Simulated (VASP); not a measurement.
# TlCl (Pm-3m) in VASP: a series of runs, part 2 of 2

VASP 6.6.1.

**3. Single point, PBE0**

POSCAR

```
TlCl
1.0
    3.7936347034      0.0000000000      0.0000000000
    0.0000000000      3.7936347034      0.0000000000
    0.0000000000      0.0000000000      3.7936347034
Tl Cl
1 1
Direct
    0.0000000000      0.0000000000      0.0000000000
    0.5000000000      0.5000000000      0.5000000000
```

INCAR.step1

```
SYSTEM = TlCl
PREC = Accurate
ENCUT = 400
EDIFF = 1E-5
ISMEAR = 0
SIGMA = 0.01
LREAL = .FALSE.
LASPH = .TRUE.
NELM = 120
ALGO = Normal
ISIF = 2
LWAVE = .TRUE.
LCHARG = .FALSE.
GGA = PE
NBANDS = 17
GGA_COMPAT = .FALSE.
```

INCAR.step2

```
SYSTEM = TlCl
PREC = Accurate
ENCUT = 400
EDIFF = 1E-6
ISMEAR = 0
SIGMA = 0.01
LREAL = .FALSE.
LASPH = .TRUE.
NELM = 120
ALGO = Normal
ISIF = 2
LWAVE = .FALSE.
LCHARG = .FALSE.
GGA = PE
LHFCALC = .TRUE.
AEXX = 0.25
PRECFOCK = Normal
ISTART = 1
NBANDS = 17
GGA_COMPAT = .FALSE.
```

KPOINTS

```
regular mesh
0
G
  4 4 4
  0 0 0
```

Potentials or basis: VASP PAW PBE potentials, release 64 (Tl_d, Cl).

Run with:

```
$ cat potpaw_PBE.64/Tl_d/POTCAR potpaw_PBE.64/Cl/POTCAR > POTCAR
$ cp INCAR.step1 INCAR
$ mpirun -np 1 vasp_std > vasp.out
$ cp INCAR.step2 INCAR
$ mpirun -np 1 vasp_std > vasp.out
```

OUTCAR:

```text
SYSTEM = TlCl
   PREC = Accurate
   ENCUT = 400
   EDIFF = 1E-6
   ISMEAR = 0
   LREAL = .FALSE.
   LASPH = .TRUE.
   NELM = 120
   ISIF = 2
   GGA = PE
   LHFCALC = .TRUE.
   AEXX = 0.25
   PRECFOCK = Normal
   ISTART = 1

 ion  position               nearest neighbor table
   1  0.000  0.000  0.000-   2 3.29   2 3.29   2 3.29   2 3.29   2 3.29   2 3.29   2 3.29   2 3.29

   2  0.500  0.500  0.500-   1 3.29   1 3.29   1 3.29   1 3.29   1 3.29   1 3.29   1 3.29   1 3.29

  LATTYP: Found a simple cubic cell.
 ALAT       =     3.7936347034

  Lattice vectors:

 A1 = (   3.7936347034,   0.0000000000,   0.0000000000)
 A2 = (   0.0000000000,   3.7936347034,   0.0000000000)
 A3 = (   0.0000000000,   0.0000000000,   3.7936347034)

Analysis of symmetry for initial positions (statically):
=====================================================================
 Subroutine PRICEL returns:
 Original cell was already a primitive cell.

 Routine SETGRP: Setting up the symmetry group for a
 simple cubic supercell.

 Subroutine GETGRP returns: Found 48 space group operations
 (whereof 48 operations were pure point group operations)
 out of a pool of 48 trial point group operations.

The static configuration has the point symmetry O_h .

Analysis of symmetry for dynamics (positions and initial velocities):
=====================================================================
 Subroutine PRICEL returns:
 Original cell was already a primitive cell.

 Routine SETGRP: Setting up the symmetry group for a
 simple cubic supercell.

 Subroutine GETGRP returns: Found 48 space group operations
 (whereof 48 operations were pure point group operations)
 out of a pool of 48 trial point group operations.

The dynamic configuration has the point symmetry O_h .

 Subroutine INISYM returns: Found 48 space group operations
 (whereof 48 operations are pure point group operations),
 and found     1 'primitive' translations

----------------------------------------------------------------------------------------

                                     Primitive cell

  volume of cell :      54.5967

  direct lattice vectors                    reciprocal lattice vectors
     3.793634703  0.000000000  0.000000000     0.263599444  0.000000000  0.000000000
     0.000000000  3.793634703  0.000000000     0.000000000  0.263599444  0.000000000
     0.000000000  0.000000000  3.793634703     0.000000000  0.000000000  0.263599444

  length of vectors
     3.793634703  3.793634703  3.793634703     0.263599444  0.263599444  0.263599444

  position of ions in fractional coordinates (direct lattice)
     0.000000000  0.000000000  0.000000000
     0.500000000  0.500000000  0.500000000

  ion indices of the primitive-cell ions
   primitive index   ion index
                 1           1
                 2           2

----------------------------------------------------------------------------------------

 KPOINTS: regular mesh

Automatic generation of k-mesh.
 Grid dimensions read from file:
 generate k-points for:    4    4    4
[... 25 lines left out ...]
  0.500000  0.250000  0.000000     12.000000
  0.500000  0.500000  0.000000      3.000000
  0.250000  0.250000  0.250000      8.000000
  0.500000  0.250000  0.250000     12.000000
  0.500000  0.500000  0.250000      6.000000
  0.500000  0.500000  0.500000      1.000000
   k-points           NKPTS =     10   k-points in BZ     NKDIM =     64   number of bands    NBANDS=     17
   number of dos      NEDOS =    301   number of ions     NIONS =      2
   total plane-waves  NPLWV =  21952
   dimension x,y,z NGX =    28 NGY =   28 NGZ =   28
   dimension x,y,z NGXF=    56 NGYF=   56 NGZF=   56
   ions per type =               1   1
   NGX,Y,Z   is equivalent  to a cutoff of  12.27, 12.27, 12.27 a.u.
   NGXF,Y,Z  is equivalent  to a cutoff of  24.54, 24.54, 24.54 a.u.
 SYSTEM =  TlCl
   PREC   = accura    normal or accurate (medium, high low for compatibility)
   ISTART =      1    job   : 0-new  1-cont  2-samecut
   ICHARG =      0    charge: 1-file 2-atom 10-const
   ISPIN  =      1    spin polarized calculation?
   LNONCOLLINEAR =      F non collinear calculations
   LSORBIT =      F    spin-orbit coupling
   LASPH  =      T    aspherical Exc in radial PAW
   ENCUT  =  400.0 eV  29.40 Ry    5.42 a.u.   6.19  6.19  6.19*2*pi/ulx,y,z
   NELM   =    120;   NELMIN=  2; NELMDL=  0     # of ELM steps
   EDIFF  = 0.1E-05   stopping-criterion for ELM
   LREAL  =      F    real-space projection
   EDIFFG = 0.1E-04   stopping-criterion for IOM
   NSW    =      0    number of steps for IOM
   IBRION =     -1    ionic relax: 0-MD 1-quasi-New 2-CG
   NFREE  =      0    steps in history (QN), initial steepest desc. (CG)
   ISIF   =      2    stress and relaxation
   ISYM   =      3    0-nonsym 1-usesym 2-fastsym
   POTIM  = 0.5000    time-step for ionic-motion
   TEBEG  =    0.0;   TEEND  =   0.0 temperature during run
   PSTRESS=    0.0 pullay stress
   NELECT =      20.0000    total number of electrons
   NUPDOWN=      -1.0000    fix difference up-down
   EMIN   =  10.00;   EMAX   =-10.00  energy-range for DOS
   EFERMI =   0.00;   METHOD = LEGACY
   ISMEAR =     0;   SIGMA  =   0.01  broadening in eV -4-tet -1-fermi 0-gaus
   EFERMI_NEDOS =   21; number of points for ismear=-14 and -15
   IALGO  =     38    algorithm
   IMIX   =      1    mixing-type and parameters
     AMIX     =   0.40;   BMIX     =  1.00
     AMIX_MAG =   1.60;   BMIX_MAG =  1.00
  volume/ion in A,a.u.               =      27.30       184.22
  Fermi-wavevector in a.u.,A,eV,Ry     =   1.171375  2.213578 18.668821  1.372120
  Thomas-Fermi vector in A             =   2.307820
   LORBIT       =      0    0 simple, 1 ext, 2 COOP (PROOUT), +10 PAW based schemes
   GGA     = PE    functional components
   LHFCALC =     T    Hartree Fock is set to
   PRECFOCK=normal    Normal, Fast or Accurate (Low or Medium for compatibility)
   ENCUT4O =  -1.0   cutoff for four orbital integrals eV
   NKREDX  =     1    reduce k-point grid by
   NKREDY  =     1    reduce k-point grid by
   NKREDZ  =     1    reduce k-point grid by
   AEXX    =    0.2500 exact exchange contribution
   HFSCREEN=    0.0000 screening length (either q_TF or 0.3 A-1)
   HFSCREENC=   0.0000 screening length for correlation (either q_TF or 0.3 A-1)
   ENCUTFOCK=  -1.0 apply spherical cutoff to Coloumb kernel
   IVDW    =     0    specifies the selected vdW correction
   LEPSILON=     F    determine dielectric tensor
   LRPA    =     F    only Hartree local field effects (RPA)
 non-spin polarized calculation
 Gauss-broadening in eV      SIGMA  =   0.01
  energy-cutoff  :      400.00
  volume of cell :       54.60
 maximum number of plane-waves:      1021
 NGX is ok and might be reduce to    28
  NGX = 20; NGY = 20; NGZ = 20

 number of electron      20.0000001 magnetization

 Free energy of the ion-electron system (eV)
  ---------------------------------------------------
  ext. energy  EPLUGINS =         0.00000000
  ---------------------------------------------------
  free energy    TOTEN  =        -7.83328752 eV

  energy without entropy =       -7.83328752  energy(sigma->0) =       -7.83328752

 E-fermi :   2.3019     XC(G=0):  -7.3351

 val. band max:        2.1809691856   @ k =   0.5000   0.0000   0.0000
 cond. band min:       5.6124029804   @ k =   0.5000   0.0000   0.0000
 fundamental gap:      3.4314337948
 Fermi energy:         2.3019429157

 k-point     1 :       0.0000    0.0000    0.0000
  band No.  band energies     occupation
      1     -13.4399      2.00000
      2      -9.1545      2.00000
      3      -9.1545      2.00000
      4      -8.8919      2.00000
      5      -8.8919      2.00000
      6      -8.8919      2.00000
[... 177 lines left out ...]
      4      -9.1031      2.00000
      5      -8.8014      2.00000
      6      -8.8014      2.00000
[... 9 lines left out ...]
     16      17.1683      0.00000
     17      21.5743      0.00000

------------------------ aborting loop because EDIFF is reached ----------------------------------------

  FORCE on cell =-STRESS in cart. coord.  units (eV):
  Direction    XX          YY          ZZ          XY          YZ          ZX
  --------------------------------------------------------------------------------------
  -------------------------------------------------------------------------------------
  Total        0.5615712      0.5615712      0.5615712      0.0000000      0.0000000     -0.0000000
  in kB       16.4796829     16.4796829     16.4796829      0.0000000      0.0000000     -0.0000000
  external PRESSURE =      16.4796829 kB  Pullay stress =       0.0000000 kB

 VOLUME and BASIS-vectors are now :
 -----------------------------------------------------------------------------
  energy-cutoff  :      400.00
  volume of cell :       54.60
      direct lattice vectors                 reciprocal lattice vectors
     3.793634703  0.000000000  0.000000000     0.263599444  0.000000000  0.000000000
     0.000000000  3.793634703  0.000000000     0.000000000  0.263599444  0.000000000
     0.000000000  0.000000000  3.793634703     0.000000000  0.000000000  0.263599444

 POSITION                                       TOTAL-FORCE (eV/Angst)
 -----------------------------------------------------------------------------------
      0.00000      0.00000      0.00000         0.000000      0.000000      0.000000
      1.89682      1.89682      1.89682         0.000000      0.000000      0.000000
 -----------------------------------------------------------------------------------
    total drift:                                0.000000      0.000000      0.000000

  FREE ENERGIE OF THE ION-ELECTRON SYSTEM (eV)
  ---------------------------------------------------
  free  energy   TOTEN  =        -7.8332875173 eV

  energy  without entropy=       -7.8332875173  energy(sigma->0) =       -7.83328752
```

Run time: 2.7 min. Hardware: 1 thread of Intel Xeon 6975P-C (Granite Rapids), shared host; peak memory 0.16 GiB.

Results:

```yaml
Free_energy: -7.8333 eV
Pressure: 1.6 GPa
Band_gap_on_the_k_mesh: 3.43 eV, direct
```

Caveat: the PAW data sets were made with another functional, which shifts forces and pressure a little; spin-orbit coupling is left out, which moves the levels of the heavy elements. A k mesh can miss the band edges.

**4. Single point, r2SCANh**

POSCAR is that of step 3.

INCAR.step1

```
SYSTEM = TlCl
PREC = Accurate ; ENCUT = 440
EDIFF = 1E-5 ; ISMEAR = 0
SIGMA = 0.01 ; LREAL = .False.
LASPH = .True. ; NELM = 120
ALGO = Normal ; ISIF = 2
LWAVE = .True. ; LCHARG = .False.
GGA = PE ; NBANDS = 17
GGA_COMPAT = .False.
```

INCAR.step2

```
SYSTEM = TlCl
PREC = Accurate ; ENCUT = 440
EDIFF = 1E-6 ; ISMEAR = 0
SIGMA = 0.01 ; LREAL = .False.
LASPH = .True. ; NELM = 120
ALGO = Normal ; ISIF = 2
LWAVE = .False. ; LCHARG = .False.
METAGGA = R2SCAN ; LHFCALC = .True.
AEXX = 0.1 ; LMIXTAU = .True.
PRECFOCK = Normal ; ISTART = 1
NBANDS = 17 ; GGA_COMPAT = .False.
```

KPOINTS

```
Automatic mesh
0
Gamma
  4 4 4
  0 0 0
```

Run with:

```
$ cat potpaw_PBE.64/Tl_d/POTCAR potpaw_PBE.64/Cl/POTCAR > POTCAR
$ cp INCAR.step1 INCAR
$ mpirun -np 1 vasp_std > vasp.out
$ cp INCAR.step2 INCAR
$ mpirun -np 1 vasp_std > vasp.out
```

Wall time 2.1 min (1 thread of Intel Xeon 6975P-C (Granite Rapids), shared host); peak memory 0.16 GiB.

The run converged. Its results:

| Item | Value |
| --- | --- |
| Free energy | -56.8586 eV |
| Pressure | 1.1 GPa |
| Band gap on the k mesh | 2.94 eV, direct |

Levels at points of the mesh, in eV from the valence-band top:
```tsv
k point	band 8	band 9	band 10	band 11	band 12	band 13
(0.00, 0.00, 0.00)	-1.92	-1.92	-1.92	8.86	8.86	9.16
(0.50, 0.00, 0.00)	-1.44	-1.44	0.00	2.94	7.68	7.68
(0.50, 0.50, 0.00)	-3.49	-3.44	-1.40	5.94	5.94	9.64
(0.50, 0.50, 0.50)	-2.46	-2.46	-2.07	3.32	3.32	3.32
```

Caveat: the PAW data sets were made with another functional, which shifts forces and pressure a little; spin-orbit coupling is left out, which moves the levels of the heavy elements. A k mesh can miss the band edges.

**5. Overview**

| level | cutoff (eV) | screening parameter | gap on the mesh (eV) | pressure (GPa) |
| --- | --- | --- | --- | --- |
| HSE06 | 400 | 0.2079 1/Å | 2.74 | 1.9 |
| PBE0 | 400 | - | 3.43 | 1.6 |
| r2SCANh | 440 | - | 2.94 | 1.1 |

Alike in all rows: task single point; potentials or basis VASP PAW PBE potentials, release 64 (Tl_d, Cl); no spin polarisation; cell as given; k mesh 4 × 4 × 4; smearing gaussian 0.01 eV.

On the cell as given the gap runs from 2.74 eV (HSE06) to 3.43 eV (PBE0). The pressure there spans 1.1 GPa (r2SCANh) to 1.9 GPa (HSE06); a positive pressure means that this level wants a larger cell, a negative one a smaller.

Caveats: the PAW data sets were made with another functional, which shifts forces and pressure a little; spin-orbit coupling is left out, which moves the levels of the heavy elements.

Absolute energies hang on the potentials; compare differences alone.
